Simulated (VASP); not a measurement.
# Ti (C2) in VASP: single point with PBE

Aim: the single point of Ti with PBE.

Everything below comes from runs of VASP 6.6.1. Logs are shortened: lines on timing, memory, paths and dates and some standing lists are left out, and cuts for length are marked.

### Step 1. The cell of the first run

Symmetry: C2, No. 5, monoclinic system. Conventional cell: a = 7.931 Å, b = 4.579 Å, c = 2.832 Å, α = 90.00°, β = 90.00°, γ = 90.00°. Ti (site symmetry 2) has 14 Ti at 2.64 to 3.36 Å within 3.5 Å. Ti (site symmetry 1) has 14 Ti at 2.64 to 3.57 Å within 3.6 Å.

### Step 2. Single point, PBE (atoms displaced along several vibrational modes)

Contents of INCAR:

```
SYSTEM = Ti
  PREC = Accurate
  ENCUT = 500
  EDIFF = 1E-6
  ISMEAR = 0
  SIGMA = 0.15
  LREAL = .False.
  LASPH = .True.
  NELM = 120
  ALGO = Normal
  ISIF = 2
  LWAVE = .False.
  LCHARG = .True.
  GGA = PE
  LELF = .True.
  LVHAR = .True.
  NBANDS = 25
  GGA_COMPAT = .False.
```

Contents of KPOINTS:

```
Automatic mesh
0
Gamma
  12 12 14
  0 0 0
```

Contents of POSCAR:

```
Ti
1.0
    4.5790987804      0.0000000000      0.0000000000
   -2.2895493902      3.9656158702      0.0000000000
    0.0000000000      0.0000000000      2.8317615649
Ti
3
Direct
   -0.0493546898      0.0000000000      0.0000000000
    0.3580106782      0.6666666667      0.4237223915
    0.6913440116      0.3333333333      0.5762776085
```

Potentials or basis: VASP PAW PBE potentials, release 64 (Ti_sv).

Run with:

```
cat potpaw_PBE.64/Ti_sv/POTCAR > POTCAR
mpirun -np 1 vasp_std > vasp.out
```

OUTCAR:

```text
SYSTEM = Ti
   PREC = Accurate
   ENCUT = 500
   EDIFF = 1E-6
   ISMEAR = 0
   LREAL = .False.
   LASPH = .True.
   NELM = 120
   ISIF = 2
   GGA = PE

 ion  position               nearest neighbor table
   1  0.951  0.000  0.000-   3 2.64   2 2.64   3 2.87   2 2.87
   2  0.358  0.667  0.424-   1 2.64   3 2.68   3 2.68   3 2.68   1 2.87
   3  0.691  0.333  0.576-   1 2.64   2 2.68   2 2.68   2 2.68   1 2.87

  LATTYP: Found a hexagonal cell.
 ALAT       =     4.5790987804
 C/A-ratio  =     0.6184102376

  Lattice vectors:

 A1 = (   4.5790987804,   0.0000000000,   0.0000000000)
 A2 = (  -2.2895493902,   3.9656158702,   0.0000000000)
 A3 = (   0.0000000000,   0.0000000000,   2.8317615649)

Analysis of symmetry for initial positions (statically):
=====================================================================
 Subroutine PRICEL returns:
 Original cell was already a primitive cell.

 Routine SETGRP: Setting up the symmetry group for a
 hexagonal supercell.

 Subroutine GETGRP returns: Found  2 space group operations
 (whereof  2 operations were pure point group operations)
 out of a pool of 24 trial point group operations.

The static configuration has the point symmetry C_2 .

Analysis of symmetry for dynamics (positions and initial velocities):
=====================================================================
 Subroutine PRICEL returns:
 Original cell was already a primitive cell.

 Routine SETGRP: Setting up the symmetry group for a
 hexagonal supercell.

 Subroutine GETGRP returns: Found  2 space group operations
 (whereof  2 operations were pure point group operations)
 out of a pool of 24 trial point group operations.

The dynamic configuration has the point symmetry C_2 .

 Subroutine INISYM returns: Found  2 space group operations
 (whereof  2 operations are pure point group operations),
 and found     1 'primitive' translations

----------------------------------------------------------------------------------------

                                     Primitive cell

  volume of cell :      51.4218

  direct lattice vectors                    reciprocal lattice vectors
     4.579098780  0.000000000  0.000000000     0.218383583  0.126083821  0.000000000
    -2.289549390  3.965615870  0.000000000     0.000000000  0.252167641  0.000000000
     0.000000000  0.000000000  2.831761565     0.000000000  0.000000000  0.353137076

  length of vectors
     4.579098780  4.579098780  2.831761565     0.252167641  0.252167641  0.353137076

  position of ions in fractional coordinates (direct lattice)
     0.950645310  0.000000000  0.000000000
     0.358010678  0.666666667  0.423722392
     0.691344012  0.333333333  0.576277608

  ion indices of the primitive-cell ions
   primitive index   ion index
                 1           1
                 2           2
                 3           3

----------------------------------------------------------------------------------------

 KPOINTS: Automatic mesh

Automatic generation of k-mesh.
 Grid dimensions read from file:
 generate k-points for:   12   12   14

 Generating k-lattice:

  Cartesian coordinates                     Fractional coordinates (reciprocal lattice)
     0.018198632  0.010506985  0.000000000     0.083333333  0.000000000  0.000000000
     0.000000000  0.021013970  0.000000000     0.000000000  0.083333333  0.000000000
     0.000000000  0.000000000  0.025224077     0.000000000  0.000000000  0.071428571

  Length of vectors
     0.021013970  0.021013970  0.025224077

  Shift w.r.t. Gamma in fractional coordinates (k-lattice)
     0.000000000  0.000000000  0.000000000

 Subroutine IBZKPT returns following result:
 ===========================================

 Found    554 irreducible k-points:

 Following reciprocal coordinates:
            Coordinates               Weight
  0.000000  0.000000  0.000000      1.000000
  0.083333 -0.000000  0.000000      4.000000
  0.000000  0.083333  0.000000      2.000000
  0.166667  0.000000  0.000000      4.000000
  0.000000  0.166667  0.000000      2.000000
  0.250000 -0.000000  0.000000      4.000000
[... 16 lines left out ...]
 -0.083333  0.416667  0.000000      4.000000
 -0.416667  0.333333  0.000000      4.000000
 [... further k-points ...]
   k-points           NKPTS =    554   k-points in BZ     NKDIM =    554   number of bands    NBANDS=     25
   number of dos      NEDOS =    301   number of ions     NIONS =      3
   total plane-waves  NPLWV =  31104
   dimension x,y,z NGX =    36 NGY =   36 NGZ =   24
   dimension x,y,z NGXF=    72 NGYF=   72 NGZF=   48
   ions per type =               3
   NGX,Y,Z   is equivalent  to a cutoff of  13.07, 13.07, 14.09 a.u.
   NGXF,Y,Z  is equivalent  to a cutoff of  26.14, 26.14, 28.18 a.u.
 SYSTEM =  Ti
   PREC   = accura    normal or accurate (medium, high low for compatibility)
   ISTART =      0    job   : 0-new  1-cont  2-samecut
   ICHARG =      2    charge: 1-file 2-atom 10-const
   ISPIN  =      1    spin polarized calculation?
   LNONCOLLINEAR =      F non collinear calculations
   LSORBIT =      F    spin-orbit coupling
   LASPH  =      T    aspherical Exc in radial PAW
   ENCUT  =  500.0 eV  36.75 Ry    6.06 a.u.   8.35  8.35  5.16*2*pi/ulx,y,z
   NELM   =    120;   NELMIN=  2; NELMDL= -5     # of ELM steps
   EDIFF  = 0.1E-05   stopping-criterion for ELM
   LREAL  =      F    real-space projection
   EDIFFG = 0.1E-04   stopping-criterion for IOM
   NSW    =      0    number of steps for IOM
   IBRION =     -1    ionic relax: 0-MD 1-quasi-New 2-CG
   NFREE  =      0    steps in history (QN), initial steepest desc. (CG)
   ISIF   =      2    stress and relaxation
   ISYM   =      2    0-nonsym 1-usesym 2-fastsym
   POTIM  = 0.5000    time-step for ionic-motion
   TEBEG  =    0.0;   TEEND  =   0.0 temperature during run
   PSTRESS=    0.0 pullay stress
   NELECT =      36.0000    total number of electrons
   NUPDOWN=      -1.0000    fix difference up-down
   EMIN   =  10.00;   EMAX   =-10.00  energy-range for DOS
   EFERMI =   0.00;   METHOD = LEGACY
   ISMEAR =     0;   SIGMA  =   0.15  broadening in eV -4-tet -1-fermi 0-gaus
   EFERMI_NEDOS =   21; number of points for ismear=-14 and -15
   IALGO  =     38    algorithm
   IMIX   =      4    mixing-type and parameters
     AMIX     =   0.40;   BMIX     =  1.00
     AMIX_MAG =   1.60;   BMIX_MAG =  1.00
  volume/ion in A,a.u.               =      17.14       115.67
  Fermi-wavevector in a.u.,A,eV,Ry     =   1.453650  2.747000 28.750452  2.113099
  Thomas-Fermi vector in A             =   2.570892
   LORBIT       =      0    0 simple, 1 ext, 2 COOP (PROOUT), +10 PAW based schemes
   GGA     = PE    functional components
   LHFCALC =     F    Hartree Fock is set to
   AEXX    =    0.0000 exact exchange contribution
   IVDW    =     0    specifies the selected vdW correction
   LEPSILON=     F    determine dielectric tensor
   LRPA    =     F    only Hartree local field effects (RPA)
 non-spin polarized calculation
 Gauss-broadening in eV      SIGMA  =   0.15
  energy-cutoff  :      500.00
  volume of cell :       51.42
 maximum number of plane-waves:      1330
 NGX is ok and might be reduce to    36
   NGX = 17   NGY = 17   NGZ = 11

 number of electron      36.0000000 magnetization

 Free energy of the ion-electron system (eV)
  ---------------------------------------------------
  ext. energy  EPLUGINS =         0.00000000
  ---------------------------------------------------
  free energy    TOTEN  =       -23.19704892 eV

  energy without entropy =      -23.15341609  energy(sigma->0) =      -23.17523251

 E-fermi :   8.2579     XC(G=0): -11.5268

 val. band max:        8.2571614019   @ k =   0.5000  -0.3333   0.1429
 cond. band min:       8.2586440596   @ k =  -0.1667   0.5000   0.1429
 fundamental gap:      0.0014826577
 Fermi energy:         8.2579204919

 k-point     1 :       0.0000    0.0000    0.0000
  band No.  band energies     occupation
      1     -48.3686      2.00000
      2     -48.1964      2.00000
      3     -48.1122      2.00000
      4     -24.8398      2.00000
      5     -24.8304      2.00000
      6     -24.5842      2.00000
[... 17 lines left out ...]
     24      10.2276      0.00000
     25      10.9145      0.00000

 k-point     2 :       0.0833   -0.0000    0.0000
  band No.  band energies     occupation
      1     -48.3660      2.00000
      2     -48.1967      2.00000
      3     -48.1146      2.00000
      4     -24.8648      2.00000
      5     -24.8149      2.00000
      6     -24.5944      2.00000
[... 17 lines left out ...]
     24      10.2540      0.00000
     25      10.9193      0.00000

 k-point     3 :       0.0000    0.0833    0.0000
  band No.  band energies     occupation
      1     -48.3656      2.00000
      2     -48.1973      2.00000
      3     -48.1144      2.00000
      4     -24.8822      2.00000
      5     -24.7765      2.00000
      6     -24.6358      2.00000
[... 17 lines left out ...]
     24      10.3650      0.00000
     25      10.7761      0.00000

 k-point     4 :       0.1667    0.0000    0.0000
  band No.  band energies     occupation
      1     -48.3586      2.00000
      2     -48.1975      2.00000
      3     -48.1214      2.00000
      4     -24.8915      2.00000
      5     -24.8113      2.00000
      6     -24.5802      2.00000
[... 17 lines left out ...]
     24      10.2759      0.00000
     25      10.9138      0.00000

 k-point     5 :       0.0000    0.1667    0.0000
  band No.  band energies     occupation
      1     -48.3569      2.00000
      2     -48.1999      2.00000
      3     -48.1207      2.00000
      4     -24.9136      2.00000
      5     -24.7201      2.00000
      6     -24.6759      2.00000
[... 17 lines left out ...]
     24      10.5302      0.00000
     25      10.6522      0.00000

 k-point     6 :       0.2500   -0.0000    0.0000
  band No.  band energies     occupation
      1     -48.3480      2.00000
      2     -48.1981      2.00000
      3     -48.1318      2.00000
      4     -24.9135      2.00000
      5     -24.8076      2.00000
      6     -24.5508      2.00000
[... 17 lines left out ...]
     24      10.3732      0.00000
     25      10.9846      0.00000
[... 393 lines left out ...]
 k-point    21 :      -0.3333    0.2500    0.0000
  band No.  band energies     occupation
      1     -48.3416      2.00000
      2     -48.1965      2.00000
      3     -48.1400      2.00000
      4     -24.9108      2.00000
      5     -24.8205      2.00000
      6     -24.5333      2.00000
[... 17 lines left out ...]
     24      10.3926      0.00000
     25      11.0677      0.00000

 k-point    22 :       0.3333    0.0833    0.0000
  band No.  band energies     occupation
      1     -48.3292      2.00000
      2     -48.1983      2.00000
      3     -48.1509      2.00000
      4     -24.9337      2.00000
      5     -24.7670      2.00000
      6     -24.5425      2.00000
[... 17 lines left out ...]
     24      10.7674      0.00000
     25      10.9912      0.00000

 k-point    23 :      -0.0833    0.4167    0.0000
  band No.  band energies     occupation
      1     -48.3218      2.00000
      2     -48.2110      2.00000
      3     -48.1458      2.00000
      4     -24.9360      2.00000
      5     -24.7190      2.00000
      6     -24.5870      2.00000
[... 17 lines left out ...]
     24      10.8279      0.00000
     25      11.0472      0.00000

 k-point    24 :      -0.4167    0.3333    0.0000
  band No.  band energies     occupation
      1     -48.3310      2.00000
      2     -48.1948      2.00000
      3     -48.1525      2.00000
      4     -24.9288      2.00000
      5     -24.7826      2.00000
      6     -24.5489      2.00000
[... 17 lines left out ...]
     24      10.6694      0.00000
     25      10.9736      0.00000

 [... further k-points ...]

------------------------ aborting loop because EDIFF is reached ----------------------------------------

  FORCE on cell =-STRESS in cart. coord.  units (eV):
  Direction    XX          YY          ZZ          XY          YZ          ZX
  --------------------------------------------------------------------------------------
  -------------------------------------------------------------------------------------
  Total        1.2349697      0.7603000      0.6894339      0.0000000     -0.1621151      0.0000000
  in kB       38.4786256     23.6890810     21.4810685      0.0000000     -5.0511097      0.0000000
  external PRESSURE =      27.8829250 kB  Pullay stress =       0.0000000 kB

 VOLUME and BASIS-vectors are now :
 -----------------------------------------------------------------------------
  energy-cutoff  :      500.00
  volume of cell :       51.42
      direct lattice vectors                 reciprocal lattice vectors
     4.579098780  0.000000000  0.000000000     0.218383583  0.126083821  0.000000000
    -2.289549390  3.965615870  0.000000000     0.000000000  0.252167641  0.000000000
     0.000000000  0.000000000  2.831761565     0.000000000  0.000000000  0.353137076

 POSITION                                       TOTAL-FORCE (eV/Angst)
 -----------------------------------------------------------------------------------
      4.35310      0.00000      0.00000         1.385196      0.000000      0.000000
      0.11300      2.64374      1.19988        -0.692598     -0.297366      0.513741
      2.40255      1.32187      1.63188        -0.692598      0.297366     -0.513741
 -----------------------------------------------------------------------------------
    total drift:                               -0.000022     -0.000001     -0.000000

  FREE ENERGIE OF THE ION-ELECTRON SYSTEM (eV)
  ---------------------------------------------------
  free  energy   TOTEN  =       -23.1970489183 eV

  energy  without entropy=      -23.1534160949  energy(sigma->0) =      -23.17523251
```

It took 8.2 min on 1 thread of Intel Xeon Platinum 8488C (Sapphire Rapids), shared host; peak memory 0.57 GiB.

Results:

- Free energy: -23.1970 eV
- Pressure: 2.8 GPa
- Largest force: 1.385 eV/Å
- Band gap on the k mesh: zero (bands 18 and 19 overlap by 0.31 eV)

Forces on the atoms (eV/Å):
```
Ti   1.385  0.000  0.000
Ti  -0.693 -0.297  0.514
Ti  -0.693  0.297 -0.514
```

Levels at points of the mesh, in eV from the Fermi level:
```tsv
k point	band 16	band 17	band 18	band 19	band 20	band 21
(0.00, 0.00, 0.00)	-0.78	-0.49	-0.44	-0.02	1.00	1.12
(0.50, 0.00, 0.00)	-0.76	-0.48	-0.14	0.50	0.79	1.22
(0.00, 0.50, 0.00)	-0.74	-0.31	-0.08	0.24	0.46	1.31
(0.00, 0.00, 0.50)	-1.63	-1.15	-1.13	0.24	0.26	2.25
(0.50, 0.00, 0.50)	-0.97	-0.94	-0.23	0.15	0.83	1.13
(0.00, 0.50, 0.50)	-1.22	-0.94	-0.28	0.18	1.07	1.17
```

Caveat: the cell differs from its parent crystal (atoms displaced along several vibrational modes); forces of over 1 eV/Å act on the atoms, so gaps and moduli don't describe the material at rest.
